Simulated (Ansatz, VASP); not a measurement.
# Re in VASP and in Ansatz

File POSCAR:

```
Re
1.0
    2.7225275101      0.0000000000      0.0000000000
   -1.3612637550      2.3577779862      0.0000000000
    0.0000000000      0.0000000000      4.3969869102
Re
2
Direct
    0.3333333333      0.6666666667      0.2500000000
    0.6666666667      0.3333333333      0.7500000000
```

File INCAR.step1:

```
SYSTEM = Re
PREC = Accurate ; ENCUT = 520
ISMEAR = -1 ; SIGMA = 0.1
LREAL = .False. ; LASPH = .True.
NELM = 80 ; NBANDS = 14
GGA = PE ; ALGO = Normal
EDIFF = 1E-4 ; LWAVE = .True.
LCHARG = .False.
```

INCAR.step2

```
SYSTEM = Re
PREC = Accurate ; ENCUT = 520
EDIFF = 1E-6 ; ISMEAR = -1
SIGMA = 0.1 ; LREAL = .False.
LASPH = .True. ; NELM = 80
ALGO = Normal ; ISIF = 2
LWAVE = .False. ; LCHARG = .False.
METAGGA = R2SCAN ; LMIXTAU = .True.
NBANDS = 14 ; ISTART = 1
```

Contents of KPOINTS:

```
Automatic mesh
0
Gamma
  21 21 12
  0 0 0
```

Input for Ansatz:

```yaml
crystal:
  lattice:
    - [2.7225275101, 0.0, 0.0]
    - [-1.361263755, 2.3577779862, 0.0]
    - [0.0, 0.0, 4.3969869102]
  atoms:
    - { symbol: Re, position: [0.3333333333, 0.6666666667, 0.25] }
    - { symbol: Re, position: [0.6666666667, 0.3333333333, 0.75] }
hamiltonian:
  xc: r2scan
  pseudopotentials:
    kind: paw
    azcp:
      Re: "pseudopotentials/Re.paw.azcp"
basis:
  ecutwfc: 500
  fft_grid_basis: typed
kpoints:
  mp_grid: { grid: [21, 21, 12], shift: [0, 0, 0] }
magnetization:
  spin_polarized: false
scf:
  occupations: { method: fermi_dirac, width: 0.1 }
output:
  stress: true
```

Alike in both runs: task single point; functional r2SCAN; k mesh 21 × 21 × 12; occupations fermi-dirac, width 0.1 eV; no spin polarisation.

```csv
,VASP,Ansatz
version,VASP 6.6.1,Ansatz 0.2.0
potentials or method,"VASP PAW PBE potentials, release 64 (Re), cutoff 520 eV","plane waves (500 eV) with PAW, scalar-relativistic"
valence electrons in the cell,14,30
```

```csv
,VASP,Ansatz,Ansatz less VASP
pressure (GPa),17.8,17.3,-0.41
"traceless stress, the component that is largest in VASP (GPa)",0.15,0.20,+0.053
```

VASP's potentials were made for PBE, not for r2SCAN. VASP's potentials hold 14 valence electrons a cell and Ansatz's 30, so a difference there can come from the potentials and not from the codes.

Spin-orbit coupling is off throughout.
